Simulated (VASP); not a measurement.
Ca2P3, 10 atoms in the cell. Symmetry: P4/mbm, No. 127, tetragonal system. Conventional cell: a = 7.477 Å, b = 7.477 Å, c = 3.913 Å, α = 90.00°, β = 90.00°, γ = 90.00°. Ca (site symmetry m2m) has 8 P at 2.76 to 3.07 Å and 1 Ca at 3.04 Å within 3.6 Å. Within 4.0 Å of P (site symmetry 4/m) lie 4 Ca at 2.87 Å and 10 P at 3.39 to 3.91 Å. P (site symmetry m2m) has 6 Ca at 2.76 to 3.07 Å and 5 P at 3.39 to 3.63 Å within 3.7 Å. 

```yaml
Program: VASP 6.6.1
Task: single point
Functional: PBE
Potentials_or_basis: VASP PAW PBE potentials, release 64 (Ca_sv, P)
Cutoff: 520 eV
k_mesh: 2 × 2 × 4
Occupations: gaussian, width 0.1 eV
Spin: no spin polarisation
Dipole_correction: no
Further_INCAR_settings: ALGO = Normal; EDIFF = 1e-06; NBANDS = 46
```

Potentials or basis: VASP PAW PBE potentials, release 64 (Ca_sv, P).

The run is started by

```console
$ cat potpaw_PBE.64/Ca_sv/POTCAR potpaw_PBE.64/P/POTCAR > POTCAR
$ mpirun -np 1 vasp_std > vasp.out
```

Hardware: 1 thread of AMD EPYC 7R43 64-Core Processor (Zen 3), on a shared host.

Estimate the wall time of this run.

Wall time 78 s on 1 thread of AMD EPYC 7R43 64-Core Processor (Zen 3), with other jobs on the host, peak memory 0.28 GiB. Counts: scf iterations 15, k points 9.
